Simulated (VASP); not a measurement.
A run of VASP 6.6.1 is set up as follows.

The input INCAR:

```
ALGO = Normal ; EDIFF = 1E-6
ENCUT = 520 ; ISIF = 2
ISMEAR = 1 ; LASPH = T
LCHARG = F ; LREAL = F
LWAVE = F ; NBANDS = 22
NELM = 60 ; PREC = Accurate
SIGMA = 0.1
```

KPOINTS

```
k-points
0
Gamma
  8 8 5
```

File POSCAR:

```
Rh
1.0
    2.6890732137      0.0175207011     -0.0015474123
   -1.3293669742      2.3608520795      0.0251579298
   -0.0025058097      0.0456536560      4.3713200866
Rh
2
Direct
    0.6694600000      0.3370400000      0.7415800000
    0.3456700000      0.6856400000      0.2618800000
```

Potentials or basis: VASP PAW LDA potentials, release 64 (Rh_pv).

Launch:

```console
$ cat potpaw_LDA.64/Rh_pv/POTCAR > POTCAR
$ mpirun -np 1 vasp_std > vasp.out
```

(1) What does it give for the pressure?

(2) What does it give for the band gap on the k mesh?

(3) What does it give for the largest force?

Answers

(1) -10.9 GPa.

(2) zero (band 15 reaches 12.19 eV, above the bottom of band 16 at 10.11 eV).

(3) 0.874 eV/Å.
